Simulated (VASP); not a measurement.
Write the native input for VASP 6.6.1 that does the following.

```
Task                   : single point
Functional             : r2SCAN
Potentials or basis    : VASP PAW PBE potentials, release 64 (Li_sv, Cl)
Cutoff                 : 520 eV
k mesh                 : 12 × 12 × 4
Occupations            : gaussian, width 0.01 eV
Spin                   : no spin polarisation
Dipole correction      : no
Further INCAR settings : ALGO = Normal; EDIFF = 1e-06; NBANDS = 18
```

The system is LiCl.

```xyz
4
Lattice="3.8937 0.0000 0.0000 -1.9469 3.3721 0.0000 0.0000 0.0000 6.2259" Properties=species:S:1:pos:R:3 pbc="T T T"
Li    1.9469    1.1240    5.4668
Li    0.0000    2.2481    2.3539
Cl    1.9469    1.1240    3.0938
Cl    0.0000    2.2481    6.2067
```

These files were run (other wordings do the same):

POSCAR

```
LiCl
1.0
    3.8937404213      0.0000000000      0.0000000000
   -1.9468702107      3.3720781205      0.0000000000
    0.0000000000      0.0000000000      6.2258773919
Li Cl
2 2
Direct
    0.6666666667      0.3333333333      0.8780761529
    0.3333333333      0.6666666667      0.3780761529
    0.6666666667      0.3333333333      0.4969248471
    0.3333333333      0.6666666667      0.9969248471
```

INCAR.step1

```
PREC = Accurate
ENCUT = 520
ISMEAR = 0
SIGMA = 0.01
LREAL = False
LASPH = True
NELM = 60
NBANDS = 18
GGA = PE
ALGO = Normal
EDIFF = 1E-4
LWAVE = True
LCHARG = False
```

INCAR.step2

```
PREC = Accurate
ENCUT = 520
EDIFF = 1E-6
ISMEAR = 0
SIGMA = 0.01
LREAL = False
LASPH = True
NELM = 60
ALGO = Normal
ISIF = 2
LWAVE = False
LCHARG = True
METAGGA = R2SCAN
LMIXTAU = True
LELF = True
LVHAR = True
NBANDS = 18
ISTART = 1
```

KPOINTS

```
regular mesh
0
Gamma
  12 12 4
```

Potentials or basis: VASP PAW PBE potentials, release 64 (Li_sv, Cl).

The run is started by

```console
$ cat potpaw_PBE.64/Li_sv/POTCAR potpaw_PBE.64/Cl/POTCAR > POTCAR
$ cp INCAR.step1 INCAR
$ mpirun -np 1 vasp_std > vasp.out
$ cp INCAR.step2 INCAR
$ mpirun -np 1 vasp_std > vasp.out
```

It gave:

| Property | Result |
| --- | --- |
| Largest force | 0.004 eV/Å |
| Band gap on the k mesh | 6.74 eV |

Caveat: the PAW data sets were made with another functional, which shifts forces and pressure a little.

Run time: 2.6 min on 1 thread of Intel(R) Xeon(R) 6975P-C (Granite Rapids), on a shared host, peak memory 0.24 GiB.
